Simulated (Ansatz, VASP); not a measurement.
One calculation of Mg, two programs

```
Mg
1.0
     0.00000    3.33778    3.33778
     3.33778    0.00000    3.33778
     3.33778    3.33778    0.00000
Mg
2
Cartesian
  0.8344 0.8344 0.8344
  5.8411 5.8411 5.8411
```

Alike in both runs: task single point; functional PBE; k mesh 9 × 9 × 9; occupations fermi-dirac, width 0.1 eV; no spin polarisation.

|  | VASP | Ansatz |
| --- | --- | --- |
| version | VASP 6.6.1 | Ansatz 0.2.0 |
| potentials or method | VASP PAW PBE potentials, release 64 (Mg), cutoff 520 eV | plane waves (420 eV) with PAW, scalar-relativistic |
| valence electrons in the cell | 4 | 20 |

|  | VASP | Ansatz | Ansatz less VASP |
| --- | --- | --- | --- |
| pressure (GPa) | 1.1 | 1.1 | +0.02 |

VASP's potentials hold 4 valence electrons a cell and Ansatz's 20, so a difference there can come from the potentials and not from the codes.
